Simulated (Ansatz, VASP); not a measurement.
**KF: VASP beside Ansatz**

```
K F
1.0
     0.00000    2.60666    2.74034
     2.60666    0.00000    2.74034
     2.60666    2.60666    0.00000
K F
1 1
Direct
  0.00000 0.00000 0.00000
  0.50000 0.50000 0.50000
```

Change from the starting cell: strain -0.025 along x and y, +0.025 along z, atoms carried along.

Alike in both runs: task single point; functional r2SCAN; k mesh 8 × 8 × 8; occupations gaussian, width 0.05 eV; no spin polarisation.

```csv
,VASP,Ansatz
version,VASP 6.6.1,Ansatz 0.2.0
potentials or method,"VASP PAW PBE potentials, release 64 (K_sv, F), cutoff 520 eV","scalar-relativistic, plane waves, PAW"
valence electrons in the cell,16,16
```

```csv
,VASP,Ansatz,Ansatz less VASP
gap on the k mesh at the Fermi level (eV),6.92,6.92,+0.001
least direct gap on the mesh (eV),6.92,6.92,+0.001
pressure (GPa),0.6,0.6,+0.02
"traceless stress, the component that is largest in VASP (GPa)",-2.10,-2.04,+0.060
```

VASP's potentials were made for PBE, not for r2SCAN.
